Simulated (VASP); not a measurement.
# CoO (R-3m) in VASP: a series of runs

The runs below take CoO through single point, with PBE+U.

All numbers are computed with VASP 6.6.1; they aren't measurements. Logs are shortened: lines on timing, memory, paths and dates and some standing lists are left out, and cuts for length are marked.

**1. The cell of the first run**

It takes space group R-3m (No. 166, trigonal). The conventional cell has a = 3.011 Å, b = 3.011 Å, c = 7.320 Å, α = 90.00°, β = 90.00°, γ = 120.00°. Within 2.8 Å of Co (site symmetry -3m) lie 6 O at 2.12 Å. O (site symmetry -3m) has 6 Co at 2.12 Å within 2.8 Å.

**2. Single point, PBE+U, collinear spin, ferrimagnetic start**

The input, INCAR:

```
ALGO = Normal
EDIFF = 1E-6
ENCUT = 520
GGA = PE
ISIF = 2
ISMEAR = 0
ISPIN = 2
LASPH = T
LCHARG = F
LDAU = T
LDAUJ = 0 0
LDAUL = 2 -1
LDAUPRINT = 1
LDAUTYPE = 2
LDAUU = 3.32 0
LMAXMIX = 4
LORBIT = 11
LREAL = F
LWAVE = F
MAGMOM = 3 -1
NBANDS = 18
NELM = 150
PREC = Accurate
SIGMA = 0.02
```

The input, KPOINTS:

```
k-points
0
Gamma
  12 12 12
```

The input, POSCAR:

```
CoO
1.0
    1.5054695445      0.8691832468      2.4399269062
   -1.5054695445      0.8691832468      2.4399269062
    0.0000000000     -1.7383664936      2.4399269062
Co O
1 1
Direct
    0.0000000000      0.0000000000      0.0000000000
    0.5000000000      0.5000000000      0.5000000000
```

Potentials or basis: VASP PAW PBE potentials, release 64 (Co, O).

Launch:

```bash
$ cat potpaw_PBE.64/Co/POTCAR potpaw_PBE.64/O/POTCAR > POTCAR
$ mpirun -np 1 vasp_std > vasp.out
```

OUTCAR:

```text
EDIFF = 1E-6
   ENCUT = 520
   GGA = PE
   ISIF = 2
   ISMEAR = 0
   ISPIN = 2
   LASPH = T
   LORBIT = 11
   LREAL = F
   NELM = 150
   PREC = Accurate

 ion  position               nearest neighbor table
   1  0.000  0.000  0.000-   2 2.12   2 2.12   2 2.12   2 2.12   2 2.12   2 2.12
   2  0.500  0.500  0.500-   1 2.12   1 2.12   1 2.12   1 2.12   1 2.12   1 2.12

  LATTYP: Found a trigonal (rhomboedric) cell.
 ALAT       =     2.9958573687
 COS(alpha) =     0.4949531368

  Lattice vectors:

 A1 = (   1.5054695445,   0.8691832468,   2.4399269062)
 A2 = (  -1.5054695445,   0.8691832468,   2.4399269062)
 A3 = (   0.0000000000,  -1.7383664936,   2.4399269062)

Analysis of symmetry for initial positions (statically):
=====================================================================
 Subroutine PRICEL returns:
 Original cell was already a primitive cell.

 Routine SETGRP: Setting up the symmetry group for a
 trigonal (rhombohedral) supercell.

 Subroutine GETGRP returns: Found 12 space group operations
 (whereof 12 operations were pure point group operations)
 out of a pool of 12 trial point group operations.

The static configuration has the point symmetry D_3d.

Analysis of symmetry for dynamics (positions and initial velocities):
=====================================================================
 Subroutine PRICEL returns:
 Original cell was already a primitive cell.

 Routine SETGRP: Setting up the symmetry group for a
 trigonal (rhombohedral) supercell.

 Subroutine GETGRP returns: Found 12 space group operations
 (whereof 12 operations were pure point group operations)
 out of a pool of 12 trial point group operations.

The dynamic configuration has the point symmetry D_3d.

Analysis of structural, dynamic, and magnetic symmetry:
=====================================================================
 Subroutine PRICEL returns:
 Original cell was already a primitive cell.

 Routine SETGRP: Setting up the symmetry group for a
 trigonal (rhombohedral) supercell.

 Subroutine GETGRP returns: Found 12 space group operations
 (whereof 12 operations were pure point group operations)
 out of a pool of 12 trial point group operations.

The overall configuration has the point symmetry D_3d.

 Subroutine INISYM returns: Found 12 space group operations
 (whereof 12 operations are pure point group operations),
 and found     1 'primitive' translations

----------------------------------------------------------------------------------------

                                     Primitive cell

  volume of cell :      19.1563

  direct lattice vectors                    reciprocal lattice vectors
     1.505469544  0.869183247  2.439926906     0.332122295  0.191750896  0.136616114
    -1.505469544  0.869183247  2.439926906    -0.332122295  0.191750896  0.136616114
     0.000000000 -1.738366494  2.439926906     0.000000000 -0.383501793  0.136616114

  length of vectors
     2.995857369  2.995857369  2.995857369     0.407108816  0.407108816  0.407108816

  position of ions in fractional coordinates (direct lattice)
     0.000000000  0.000000000  0.000000000
     0.500000000  0.500000000  0.500000000

  ion indices of the primitive-cell ions
   primitive index   ion index
                 1           1
                 2           2
[... 66 lines left out ...]
   ISPIN  =      2    spin polarized calculation?
   LNONCOLLINEAR =      F non collinear calculations
   LSORBIT =      F    spin-orbit coupling
   LASPH  =      T    aspherical Exc in radial PAW
   ENCUT  =  520.0 eV  38.22 Ry    6.18 a.u.   5.57  5.57  5.57*2*pi/ulx,y,z
   NELM   =    150;   NELMIN=  2; NELMDL= -5     # of ELM steps
   EDIFF  = 0.1E-05   stopping-criterion for ELM
   LREAL  =      F    real-space projection
   EDIFFG = 0.1E-04   stopping-criterion for IOM
   NSW    =      0    number of steps for IOM
   IBRION =     -1    ionic relax: 0-MD 1-quasi-New 2-CG
   NFREE  =      0    steps in history (QN), initial steepest desc. (CG)
   ISIF   =      2    stress and relaxation
   ISYM   =      2    0-nonsym 1-usesym 2-fastsym
   POTIM  = 0.5000    time-step for ionic-motion
   TEBEG  =    0.0;   TEEND  =   0.0 temperature during run
   PSTRESS=    0.0 pullay stress
   NELECT =      15.0000    total number of electrons
   NUPDOWN=      -1.0000    fix difference up-down
   EMIN   =  10.00;   EMAX   =-10.00  energy-range for DOS
   EFERMI =   0.00;   METHOD = LEGACY
   ISMEAR =     0;   SIGMA  =   0.02  broadening in eV -4-tet -1-fermi 0-gaus
   EFERMI_NEDOS =   21; number of points for ismear=-14 and -15
   IALGO  =     38    algorithm
   IMIX   =      4    mixing-type and parameters
     AMIX     =   0.40;   BMIX     =  1.00
     AMIX_MAG =   1.60;   BMIX_MAG =  1.00
  volume/ion in A,a.u.               =       9.58        64.64
  Fermi-wavevector in a.u.,A,eV,Ry     =   1.508927  2.851458 30.978555  2.276860
  Thomas-Fermi vector in A             =   2.619316
   LORBIT       =     11    0 simple, 1 ext, 2 COOP (PROOUT), +10 PAW based schemes
 LDA+U is selected, type is set to LDAUTYPE =  2
   angular momentum for each species LDAUL =     2   -1
   U (eV)           for each species LDAUU =   3.3  0.0
   J (eV)           for each species LDAUJ =   0.0  0.0
   GGA     = PE    functional components
   LHFCALC =     F    Hartree Fock is set to
   AEXX    =    0.0000 exact exchange contribution
   IVDW    =     0    specifies the selected vdW correction
   LEPSILON=     F    determine dielectric tensor
   LRPA    =     F    only Hartree local field effects (RPA)
 spin polarized calculation
 Gauss-broadening in eV      SIGMA  =   0.02
  energy-cutoff  :      520.00
  volume of cell :       19.16
 maximum number of plane-waves:       533
 NGX is ok and might be reduce to    24
   NGX = 11   NGY = 11   NGZ = 11

atom =   1  type =  1  l = 2

 onsite density matrix

spin component  1

  0.9838  0.0000 -0.0000 -0.0207  0.0000
  0.0000  0.9982 -0.0000 -0.0000 -0.0207
 -0.0000 -0.0000  0.9668  0.0000  0.0000
 -0.0207 -0.0000  0.0000  0.9982  0.0000
  0.0000 -0.0207  0.0000  0.0000  0.9838

spin component  2

  0.4680  0.0000 -0.0000  0.1221  0.0000
  0.0000  0.1733  0.0000  0.0000  0.1221
 -0.0000  0.0000  0.9581  0.0000  0.0000
  0.1221  0.0000  0.0000  0.1733  0.0000
  0.0000  0.1221  0.0000  0.0000  0.4680

 occupancies and eigenvectors

  o =  0.1293  v =  0.0000  0.0000  0.0000  0.0000  0.0000  0.3392 -0.0000 -0.0000 -0.9407  0.0000      0.0000  0.0000  0.0000  0.0000  0.0000  0.0000  0.0000  0.0000  0.0000  0.0000
  o =  0.1293  v =  0.0000  0.0000  0.0000  0.0000  0.0000 -0.0000 -0.9407 -0.0000  0.0000  0.3392      0.0000  0.0000  0.0000  0.0000  0.0000  0.0000  0.0000  0.0000  0.0000  0.0000
  o =  0.5120  v =  0.0000  0.0000  0.0000  0.0000  0.0000  0.9407  0.0000 -0.0000  0.3392  0.0000      0.0000  0.0000  0.0000  0.0000  0.0000  0.0000  0.0000  0.0000  0.0000  0.0000
  o =  0.5120  v =  0.0000  0.0000  0.0000  0.0000  0.0000 -0.0000  0.3392 -0.0000 -0.0000  0.9407      0.0000  0.0000  0.0000  0.0000  0.0000  0.0000  0.0000  0.0000  0.0000  0.0000
  o =  0.9581  v =  0.0000  0.0000  0.0000  0.0000  0.0000  0.0000 -0.0000 -1.0000 -0.0000 -0.0000      0.0000  0.0000  0.0000  0.0000  0.0000  0.0000  0.0000  0.0000  0.0000  0.0000
  o =  0.9668  v =  0.0000  0.0000 -1.0000  0.0000  0.0000  0.0000  0.0000  0.0000  0.0000  0.0000      0.0000  0.0000  0.0000  0.0000  0.0000  0.0000  0.0000  0.0000  0.0000  0.0000
  o =  0.9690  v = -0.8152  0.0000 -0.0000 -0.5792  0.0000  0.0000  0.0000  0.0000  0.0000  0.0000      0.0000  0.0000  0.0000  0.0000  0.0000  0.0000  0.0000  0.0000  0.0000  0.0000
  o =  0.9690  v =  0.0000  0.5792  0.0000  0.0000  0.8152  0.0000  0.0000  0.0000  0.0000  0.0000      0.0000  0.0000  0.0000  0.0000  0.0000  0.0000  0.0000  0.0000  0.0000  0.0000
  o =  1.0130  v = -0.5792  0.0000  0.0000  0.8152 -0.0000  0.0000  0.0000  0.0000  0.0000  0.0000      0.0000  0.0000  0.0000  0.0000  0.0000  0.0000  0.0000  0.0000  0.0000  0.0000
  o =  1.0130  v =  0.0000  0.8152 -0.0000  0.0000 -0.5792  0.0000  0.0000  0.0000  0.0000  0.0000      0.0000  0.0000  0.0000  0.0000  0.0000  0.0000  0.0000  0.0000  0.0000  0.0000

 number of electron      15.0000005 magnetization       2.9998821

 Free energy of the ion-electron system (eV)
  ---------------------------------------------------
  ext. energy  EPLUGINS =         0.00000000
  ---------------------------------------------------
  free energy    TOTEN  =       -11.48693802 eV

  energy without entropy =      -11.48667444  energy(sigma->0) =      -11.48680623

 E-fermi :   7.8355     XC(G=0): -12.4298

 val. band max:        7.8270497991   @ k =  -0.2500   0.2500   0.0833
 cond. band min:       7.8357848347   @ k =  -0.3333   0.3333   0.2500
 fundamental gap:      0.0087350356
 Fermi energy:         7.8354935607

 spin component 1

 k-point     1 :       0.0000    0.0000    0.0000
  band No.  band energies     occupation
      1     -12.0623      1.00000
      2       2.9157      1.00000
      3       2.9157      1.00000
      4       3.1146      1.00000
      5       3.1146      1.00000
      6       3.8157      1.00000
[... 1001 lines left out ...]
     17      36.2322      0.00000
     18      37.9224      0.00000

 [... further k-points ...]

------------------------ aborting loop because EDIFF is reached ----------------------------------------

  FORCE on cell =-STRESS in cart. coord.  units (eV):
  Direction    XX          YY          ZZ          XY          YZ          ZX
  --------------------------------------------------------------------------------------
  -------------------------------------------------------------------------------------
  Total        0.2702141      0.2702141      0.0922555     -0.0000000     -0.0000000     -0.0000000
  in kB       22.5999380     22.5999380      7.7159885     -0.0000000     -0.0000000     -0.0000000
  external PRESSURE =      17.6386215 kB  Pullay stress =       0.0000000 kB

 VOLUME and BASIS-vectors are now :
 -----------------------------------------------------------------------------
  energy-cutoff  :      520.00
  volume of cell :       19.16
      direct lattice vectors                 reciprocal lattice vectors
     1.505469544  0.869183247  2.439926906     0.332122295  0.191750896  0.136616114
    -1.505469544  0.869183247  2.439926906    -0.332122295  0.191750896  0.136616114
     0.000000000 -1.738366494  2.439926906     0.000000000 -0.383501793  0.136616114

 POSITION                                       TOTAL-FORCE (eV/Angst)
 -----------------------------------------------------------------------------------
      0.00000      0.00000      0.00000        -0.000000      0.000000     -0.000000
      0.00000      0.00000      3.65989         0.000000     -0.000000      0.000000
 -----------------------------------------------------------------------------------
    total drift:                               -0.000000      0.000000     -0.000000

  FREE ENERGIE OF THE ION-ELECTRON SYSTEM (eV)
  ---------------------------------------------------
  free  energy   TOTEN  =       -11.4869380205 eV

  energy  without entropy=      -11.4866744407  energy(sigma->0) =      -11.48680623

 total charge

# of ion       s       p       d       tot
------------------------------------------
    1        0.301   0.369   7.147   7.817
    2        1.553   3.453   0.000   5.006
--------------------------------------------------
tot          1.853   3.823   7.147  12.823

 magnetization (x)

# of ion       s       p       d       tot
------------------------------------------
    1        0.021   0.017   2.689   2.727
    2        0.023   0.231   0.000   0.254
--------------------------------------------------
tot          0.044   0.248   2.689   2.980
```

Wall time 91 s (1 thread of AMD EPYC 9R45 (Zen 5), shared host); peak memory 0.2 GiB.

What came out:

```
Free energy                                           : -11.4869 eV
Pressure                                              : 1.8 GPa
Band gap on the k mesh                                : zero (filled and empty bands overlap)
Net moment                                            : 3.00 μB per cell
Site moments                                          : Co +2.73; O +0.25 μB
Valence electrons inside the program's atomic spheres : Co 7.82; O 5.01
```

Levels at points of the mesh, in eV from the Fermi level:
Spin up:
```tsv
k point	band 5	band 6	band 7	band 8	band 9	band 10	band 11	band 12	band 13	band 14
(0.00, 0.00, 0.00)	-4.72	-4.02	-2.78	-2.78	-2.70	1.30	17.12	17.32	17.32	17.74
(0.50, 0.00, 0.00)	-4.06	-3.55	-3.00	-0.46	-0.41	5.33	9.63	13.64	13.82	20.12
(0.50, 0.50, 0.00)	-4.04	-3.97	-3.96	-3.81	-3.26	6.08	10.20	11.11	16.01	16.19
(0.50, 0.50, 0.50)	-4.09	-4.09	-2.52	-0.44	-0.44	5.31	9.75	13.53	13.53	20.22
```
Spin down:
| k point | band 4 | band 5 | band 6 | band 7 | band 8 | band 9 |
| --- | --- | --- | --- | --- | --- | --- |
| (0.00, 0.00, 0.00) | -2.28 | -2.23 | -0.91 | -0.91 | 1.48 | 1.48 |
| (0.50, 0.00, 0.00) | -3.98 | -1.43 | 0.00 | 0.51 | 3.83 | 3.93 |
| (0.50, 0.50, 0.00) | -3.52 | -2.83 | -0.54 | 0.27 | 2.07 | 2.36 |
| (0.50, 0.50, 0.50) | -4.24 | -1.09 | 0.39 | 0.39 | 3.81 | 3.81 |

Eigenvalues of the final occupation matrices:
```
    site  spin  trace               eigenvalues
site 1 d     1   4.93  0.97 0.97 0.97 1.01 1.01
site 1 d     2   2.24  0.13 0.13 0.51 0.51 0.96
```

Caveat: a cell with one magnetic atom can't hold antiferromagnetic order, which such compounds often take. The state reached can hang on the start; a lower one may exist.

[end of part 1 of 3]
